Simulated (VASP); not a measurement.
O, 12 atoms in the cell. The cell holds a disordered packing, 12 atoms: a = 6.088 Å, b = 6.088 Å, c = 6.088 Å, α = 90.00°, β = 90.00°, γ = 90.00°. 

* Program: VASP 6.6.1
* Task: single point
* Functional: PBE
* Dispersion: D3(BJ)
* Potentials or basis: VASP PAW PBE potentials, release 64 (O)
* Cutoff: 520 eV
* k mesh: 1 × 1 × 1
* Occupations: fermi-dirac, width 0.02 eV
* Spin: collinear spin, ferromagnetic start
* Starting moments: [0.56, 0.56, 0.56, 0.56, 0.56, 0.56, 0.56, 0.56, 0.56, 0.56, 0.56, 0.56] μB
* Dipole correction: no
* Further INCAR settings: ALGO = Normal; EDIFF = 1e-07; NBANDS = 52

Potentials or basis: VASP PAW PBE potentials, release 64 (O).

The run is started by

```bash
$ cat potpaw_PBE.64/O/POTCAR > POTCAR
$ mpirun -np 1 vasp_gam > vasp.out
```

Hardware: 1 thread of Intel Xeon 8259CL, on a shared host.

Estimate the wall time of this run.

It took 65 s on 1 thread of Intel Xeon 8259CL (shared host), peak memory 0.38 GiB. Counts: scf iterations 16, k points 1.
